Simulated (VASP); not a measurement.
A run of VASP 6.6.1:

The input POSCAR:

```
CdSe
1.0
    0.0000000000      3.0678016992      3.0678016992
    3.0678016992      0.0000000000      3.0678016992
    3.0678016992      3.0678016992      0.0000000000
Cd Se
1 1
Direct
    0.0000000000      0.0000000000      0.0000000000
    0.7500000000      0.7500000000      0.7500000000
```

File INCAR.step1:

```
SYSTEM = CdSe
PREC = Accurate
ENCUT = 520
ISMEAR = 0
SIGMA = 0.01
LREAL = .False.
LASPH = .True.
NELM = 60
NBANDS = 16
GGA = PE
ALGO = Normal
EDIFF = 1E-4
LWAVE = .True.
LCHARG = .False.
```

Contents of INCAR.step2:

```
SYSTEM = CdSe
PREC = Accurate
ENCUT = 520
EDIFF = 1E-6
ISMEAR = 0
SIGMA = 0.01
LREAL = .False.
LASPH = .True.
NELM = 60
ALGO = Normal
ISIF = 2
LWAVE = .False.
LCHARG = .False.
METAGGA = R2SCAN
LMIXTAU = .True.
NBANDS = 16
ISTART = 1
```

File KPOINTS:

```
regular mesh
0
Gamma
  8 8 8
  0 0 0
```

Potentials or basis: VASP PAW PBE potentials, release 64 (Cd, Se).

Command:

```sh
$ cat potpaw_PBE.64/Cd/POTCAR potpaw_PBE.64/Se/POTCAR > POTCAR
$ cp INCAR.step1 INCAR
$ mpirun -np 1 vasp_std > vasp.out
$ cp INCAR.step2 INCAR
$ mpirun -np 1 vasp_std > vasp.out
```

Hardware: 1 thread of Intel Xeon 8259CL (shared host).

How long does it take, and how much memory?

Wall time 2.3 min on 1 thread of Intel Xeon 8259CL, on a shared host, peak memory 0.19 GiB. Counts: k points 29.
